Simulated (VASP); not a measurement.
# AlNi (Pm-3m) in VASP: a series of runs

The runs below take AlNi through single point, with PBE.

All numbers are computed with VASP 6.6.1; they aren't measurements. Logs are shortened: lines on timing, memory, paths and dates and some standing lists are left out, and cuts for length are marked.

## 1. The cell of the first run

It takes space group Pm-3m (No. 221, cubic). The conventional cell has a = 2.893 Å, b = 2.893 Å, c = 2.893 Å, α = 90.00°, β = 90.00°, γ = 90.00°. Within 3.3 Å of Al (site symmetry m-3m) lie 8 Ni at 2.51 Å and 6 Al at 2.89 Å. Within 3.3 Å of Ni (site symmetry m-3m) lie 8 Al at 2.51 Å and 6 Ni at 2.89 Å.

## 2. Single point, PBE

File INCAR:

```
PREC     = Accurate       # precision mode
ENCUT    = 520            # plane-wave cutoff, eV
EDIFF    = 1E-7           # SCF threshold, eV
ISMEAR   = 0              # smearing method
SIGMA    = 0.1            # smearing width, eV
LREAL    = False          # projectors in reciprocal space
LASPH    = True           # aspherical terms in the spheres
NELM     = 100            # most SCF steps
ALGO     = Fast           # electronic algorithm
ISIF     = 2              # what is computed and relaxed
LWAVE    = False          # write WAVECAR
LCHARG   = False          # write CHGCAR
GGA      = PE             # functional
NBANDS   = 14             # bands
```

File KPOINTS:

```
Automatic mesh
0
Gamma
  14 14 14
```

File POSCAR:

```
AlNi
1.0
    2.8927237805      0.0000000000      0.0000000000
    0.0000000000      2.8927237805      0.0000000000
    0.0000000000      0.0000000000      2.8927237805
Al Ni
1 1
Direct
    0.0000000000      0.0000000000      0.0000000000
    0.5000000000      0.5000000000      0.5000000000
```

Potentials or basis: VASP PAW PBE potentials, release 64 (Al, Ni).

Started as:

```
$ cat potpaw_PBE.64/Al/POTCAR potpaw_PBE.64/Ni/POTCAR > POTCAR
$ mpirun -np 1 vasp_std > vasp.out
```

OUTCAR:

```text
PREC = Accurate
   ENCUT = 520
   EDIFF = 1E-7
   ISMEAR = 0
   LREAL = False
   LASPH = True
   NELM = 100
   ISIF = 2
   GGA = PE

 ion  position               nearest neighbor table
   1  0.000  0.000  0.000-   2 2.51   2 2.51   2 2.51   2 2.51   2 2.51   2 2.51   2 2.51   2 2.51

   2  0.500  0.500  0.500-   1 2.51   1 2.51   1 2.51   1 2.51   1 2.51   1 2.51   1 2.51   1 2.51

  LATTYP: Found a simple cubic cell.
 ALAT       =     2.8927237805

  Lattice vectors:

 A1 = (   2.8927237805,   0.0000000000,   0.0000000000)
 A2 = (   0.0000000000,   2.8927237805,   0.0000000000)
 A3 = (   0.0000000000,   0.0000000000,   2.8927237805)

Analysis of symmetry for initial positions (statically):
=====================================================================
 Subroutine PRICEL returns:
 Original cell was already a primitive cell.

 Routine SETGRP: Setting up the symmetry group for a
 simple cubic supercell.

 Subroutine GETGRP returns: Found 48 space group operations
 (whereof 48 operations were pure point group operations)
 out of a pool of 48 trial point group operations.

The static configuration has the point symmetry O_h .

Analysis of symmetry for dynamics (positions and initial velocities):
=====================================================================
 Subroutine PRICEL returns:
 Original cell was already a primitive cell.

 Routine SETGRP: Setting up the symmetry group for a
 simple cubic supercell.

 Subroutine GETGRP returns: Found 48 space group operations
 (whereof 48 operations were pure point group operations)
 out of a pool of 48 trial point group operations.

The dynamic configuration has the point symmetry O_h .

 Subroutine INISYM returns: Found 48 space group operations
 (whereof 48 operations are pure point group operations),
 and found     1 'primitive' translations

----------------------------------------------------------------------------------------

                                     Primitive cell

  volume of cell :      24.2059

  direct lattice vectors                    reciprocal lattice vectors
     2.892723780  0.000000000  0.000000000     0.345694949  0.000000000  0.000000000
     0.000000000  2.892723780  0.000000000     0.000000000  0.345694949  0.000000000
     0.000000000  0.000000000  2.892723780     0.000000000  0.000000000  0.345694949

  length of vectors
     2.892723780  2.892723780  2.892723780     0.345694949  0.345694949  0.345694949

  position of ions in fractional coordinates (direct lattice)
     0.000000000  0.000000000  0.000000000
     0.500000000  0.500000000  0.500000000

  ion indices of the primitive-cell ions
   primitive index   ion index
                 1           1
                 2           2

----------------------------------------------------------------------------------------

 KPOINTS: Automatic mesh

Automatic generation of k-mesh.
 Grid dimensions read from file:
 generate k-points for:   14   14   14

 Generating k-lattice:

  Cartesian coordinates                     Fractional coordinates (reciprocal lattice)
     0.024692496  0.000000000  0.000000000     0.071428571  0.000000000  0.000000000
     0.000000000  0.024692496  0.000000000     0.000000000  0.071428571  0.000000000
     0.000000000  0.000000000  0.024692496     0.000000000  0.000000000  0.071428571

  Length of vectors
     0.024692496  0.024692496  0.024692496

  Shift w.r.t. Gamma in fractional coordinates (k-lattice)
     0.000000000  0.000000000  0.000000000

 Subroutine IBZKPT returns following result:
 ===========================================

 Found    120 irreducible k-points:

 Following reciprocal coordinates:
            Coordinates               Weight
  0.000000  0.000000  0.000000      1.000000
  0.071429  0.000000  0.000000      6.000000
  0.142857  0.000000  0.000000      6.000000
  0.214286  0.000000  0.000000      6.000000
  0.285714  0.000000  0.000000      6.000000
  0.357143  0.000000  0.000000      6.000000
[... 16 lines left out ...]
  0.285714  0.214286  0.000000     24.000000
  0.357143  0.214286  0.000000     24.000000
 [... further k-points ...]
   k-points           NKPTS =    120   k-points in BZ     NKDIM =    120   number of bands    NBANDS=     14
   number of dos      NEDOS =    301   number of ions     NIONS =      2
   total plane-waves  NPLWV =  13824
   dimension x,y,z NGX =    24 NGY =   24 NGZ =   24
   dimension x,y,z NGXF=    48 NGYF=   48 NGZF=   48
   ions per type =               1   1
   NGX,Y,Z   is equivalent  to a cutoff of  13.79, 13.79, 13.79 a.u.
   NGXF,Y,Z  is equivalent  to a cutoff of  27.59, 27.59, 27.59 a.u.
 SYSTEM =  unknown system
   PREC   = accura    normal or accurate (medium, high low for compatibility)
   ISTART =      0    job   : 0-new  1-cont  2-samecut
   ICHARG =      2    charge: 1-file 2-atom 10-const
   ISPIN  =      1    spin polarized calculation?
   LNONCOLLINEAR =      F non collinear calculations
   LSORBIT =      F    spin-orbit coupling
   LASPH  =      T    aspherical Exc in radial PAW
   ENCUT  =  520.0 eV  38.22 Ry    6.18 a.u.   5.38  5.38  5.38*2*pi/ulx,y,z
   NELM   =    100;   NELMIN=  2; NELMDL= -5     # of ELM steps
   EDIFF  = 0.1E-06   stopping-criterion for ELM
   LREAL  =      F    real-space projection
   EDIFFG = 0.1E-05   stopping-criterion for IOM
   NSW    =      0    number of steps for IOM
   IBRION =     -1    ionic relax: 0-MD 1-quasi-New 2-CG
   NFREE  =      0    steps in history (QN), initial steepest desc. (CG)
   ISIF   =      2    stress and relaxation
   ISYM   =      2    0-nonsym 1-usesym 2-fastsym
   POTIM  = 0.5000    time-step for ionic-motion
   TEBEG  =    0.0;   TEEND  =   0.0 temperature during run
   PSTRESS=    0.0 pullay stress
   NELECT =      13.0000    total number of electrons
   NUPDOWN=      -1.0000    fix difference up-down
   EMIN   =  10.00;   EMAX   =-10.00  energy-range for DOS
   EFERMI =   0.00;   METHOD = LEGACY
   ISMEAR =     0;   SIGMA  =   0.10  broadening in eV -4-tet -1-fermi 0-gaus
   EFERMI_NEDOS =   21; number of points for ismear=-14 and -15
   IALGO  =     68    algorithm
   IMIX   =      4    mixing-type and parameters
     AMIX     =   0.40;   BMIX     =  1.00
     AMIX_MAG =   1.60;   BMIX_MAG =  1.00
  volume/ion in A,a.u.               =      12.10        81.67
  Fermi-wavevector in a.u.,A,eV,Ry     =   1.330707  2.514671 24.092926  1.770780
  Thomas-Fermi vector in A             =   2.459773
   LORBIT       =      0    0 simple, 1 ext, 2 COOP (PROOUT), +10 PAW based schemes
   GGA     = PE    functional components
   LHFCALC =     F    Hartree Fock is set to
   AEXX    =    0.0000 exact exchange contribution
   IVDW    =     0    specifies the selected vdW correction
   LEPSILON=     F    determine dielectric tensor
   LRPA    =     F    only Hartree local field effects (RPA)
 non-spin polarized calculation
 RMM-DIIS sequential band-by-band and
 Gauss-broadening in eV      SIGMA  =   0.10
  energy-cutoff  :      520.00
  volume of cell :       24.21
 maximum number of plane-waves:       672
 NGX is ok and might be reduce to    24
   NGX = 11   NGY = 11   NGZ = 11

 number of electron      13.0000013 magnetization

 Free energy of the ion-electron system (eV)
  ---------------------------------------------------
  ext. energy  EPLUGINS =         0.00000000
  ---------------------------------------------------
  free energy    TOTEN  =       -10.53957307 eV

  energy without entropy =      -10.53443955  energy(sigma->0) =      -10.53700631

 E-fermi :   9.8361     XC(G=0): -11.9898

 val. band max:        9.8256726452   @ k =   0.3571   0.1429   0.1429
 cond. band min:       9.8706339092   @ k =   0.3571   0.2857   0.0714
 fundamental gap:      0.0449612639
 Fermi energy:         9.8361433360

 k-point     1 :       0.0000    0.0000    0.0000
  band No.  band energies     occupation
      1      -1.1832      2.00000
      2       6.6989      2.00000
      3       6.6989      2.00000
      4       8.3507      2.00000
      5       8.3507      2.00000
      6       8.3507      2.00000
      7      15.3141      0.00000
      8      15.3141      0.00000
      9      15.3141      0.00000
     10      17.9515      0.00000
     11      17.9515      0.00000
     12      23.3906      0.00000
     13      30.6513      0.00000
     14      30.6513      0.00000

 k-point     2 :       0.0714    0.0000    0.0000
  band No.  band energies     occupation
      1      -1.0901      2.00000
      2       6.6916      2.00000
      3       6.7206      2.00000
      4       8.3106      2.00000
      5       8.3106      2.00000
      6       8.3550      2.00000
      7      14.3450      0.00000
      8      15.4372      0.00000
      9      15.4372      0.00000
     10      17.9581      0.00000
     11      18.8221      0.00000
     12      23.7227      0.00000
     13      29.5842      0.00000
     14      29.5849      0.00000

 k-point     3 :       0.1429    0.0000    0.0000
  band No.  band energies     occupation
      1      -0.8118      2.00000
      2       6.6454      2.00000
      3       6.7821      2.00000
      4       8.2021      2.00000
      5       8.2021      2.00000
      6       8.3669      2.00000
      7      12.7571      0.00000
      8      15.7954      0.00000
      9      15.7954      0.00000
     10      17.9774      0.00000
     11      20.0611      0.00000
     12      24.7877      0.00000
     13      27.8494      0.00000
     14      27.8495      0.00000
[... 324 lines left out ...]
 k-point    23 :       0.2857    0.2143    0.0000
  band No.  band energies     occupation
      1       1.0660      2.00000
      2       6.3557      2.00000
      3       6.8976      2.00000
      4       7.6330      2.00000
      5       7.9503      2.00000
      6       8.1446      2.00000
      7      10.5510      0.00000
      8      12.9291      0.00000
      9      18.0670      0.00000
     10      18.7134      0.00000
     11      21.3219      0.00000
     12      25.0386      0.00000
     13      25.6082      0.00000
     14      27.1216      0.00000

 k-point    24 :       0.3571    0.2143    0.0000
  band No.  band energies     occupation
      1       1.8285      2.00000
      2       5.6791      2.00000
      3       7.0655      2.00000
      4       7.5887      2.00000
      5       7.8324      2.00000
      6       8.1643      2.00000
      7       9.7575      1.73418
      8      13.5594      0.00000
      9      17.6404      0.00000
     10      18.9238      0.00000
     11      21.3124      0.00000
     12      23.5893      0.00000
     13      25.8369      0.00000
     14      27.3130      0.00000

 [... further k-points ...]
[... 5 lines left out ...]
  --------------------------------------------------------------------------------------
  -------------------------------------------------------------------------------------
  Total       -0.0141125     -0.0141125     -0.0141125      0.0000000      0.0000000     -0.0000000
  in kB       -0.9340993     -0.9340993     -0.9340993      0.0000000      0.0000000     -0.0000000
  external PRESSURE =      -0.9340993 kB  Pullay stress =       0.0000000 kB

 VOLUME and BASIS-vectors are now :
 -----------------------------------------------------------------------------
  energy-cutoff  :      520.00
  volume of cell :       24.21
      direct lattice vectors                 reciprocal lattice vectors
     2.892723780  0.000000000  0.000000000     0.345694949  0.000000000  0.000000000
     0.000000000  2.892723780  0.000000000     0.000000000  0.345694949  0.000000000
     0.000000000  0.000000000  2.892723780     0.000000000  0.000000000  0.345694949

 POSITION                                       TOTAL-FORCE (eV/Angst)
 -----------------------------------------------------------------------------------
      0.00000      0.00000      0.00000         0.000000      0.000000      0.000000
      1.44636      1.44636      1.44636         0.000000      0.000000      0.000000
 -----------------------------------------------------------------------------------
    total drift:                                0.000000      0.000000     -0.000000

  FREE ENERGIE OF THE ION-ELECTRON SYSTEM (eV)
  ---------------------------------------------------
  free  energy   TOTEN  =       -10.5395730660 eV

  energy  without entropy=      -10.5344395468  energy(sigma->0) =      -10.53700631
```

Wall time 23 s (1 thread of Intel Xeon Platinum 8488C (Sapphire Rapids), shared host); peak memory 0.14 GiB.

Results:

```yaml
Free_energy: -10.5396 eV
Pressure: -0.1 GPa
```

Levels at points of the mesh, in eV from the Fermi level:
```tsv
k point	band 3	band 4	band 5	band 6	band 7	band 8	band 9	band 10	band 11	band 12
(0.00, 0.00, 0.00)	-3.14	-1.49	-1.49	-1.49	5.48	5.48	5.48	8.12	8.12	13.55
(0.50, 0.00, 0.00)	-2.67	-2.18	-2.18	-1.40	-0.61	8.29	9.99	9.99	10.79	10.79
(0.50, 0.50, 0.00)	-2.82	-2.82	-2.01	-2.01	-0.97	1.49	2.44	12.17	15.07	15.07
(0.50, 0.50, 0.50)	-4.00	-0.94	-0.94	2.05	2.05	2.05	3.61	4.42	4.42	4.42
```

## 3. Single point, PBE

File INCAR:

```
ALGO = Normal
EDIFF = 1E-6
ENCUT = 520
GGA = PE
ISIF = 2
ISMEAR = 0
LASPH = T
LCHARG = T
LELF = T
LREAL = F
LVHAR = T
LWAVE = F
NBANDS = 14
NELM = 60
PREC = Accurate
SIGMA = 0.15
```

File KPOINTS:

```
k-points
0
Gamma
  16 16 16
```

POSCAR is that of step 2.

Potentials or basis: VASP PAW PBE potentials, release 64 (Al, Ni).

Started as:

```
$ cat potpaw_PBE.64/Al/POTCAR potpaw_PBE.64/Ni/POTCAR > POTCAR
$ mpirun -np 1 vasp_std > vasp.out
```

Run time: 21 s. Hardware: 1 thread of Intel Xeon Platinum 8488C (Sapphire Rapids), shared host; peak memory 0.15 GiB.

Results (log left out):

| Quantity | Value |
| --- | --- |
| Free energy | -10.5437 eV |
| Pressure | 0.0 GPa |

Levels at points of the mesh, in eV from the Fermi level:
```csv
k point,band 4,band 5,band 6,band 7,band 8,band 9,band 10,band 11
"(0.00, 0.00, 0.00)",-1.52,-1.52,-1.52,5.44,5.44,5.44,8.08,8.08
"(0.50, 0.00, 0.00)",-2.21,-2.21,-1.43,-0.64,8.26,9.96,9.96,10.76
"(0.50, 0.50, 0.00)",-2.85,-2.04,-2.04,-1.00,1.46,2.41,12.14,15.03
"(0.50, 0.50, 0.50)",-0.97,-0.97,2.01,2.01,2.01,3.58,4.39,4.39
```

Spin polarisation is off, so any magnetic state and its effect on volume and gap are missing.
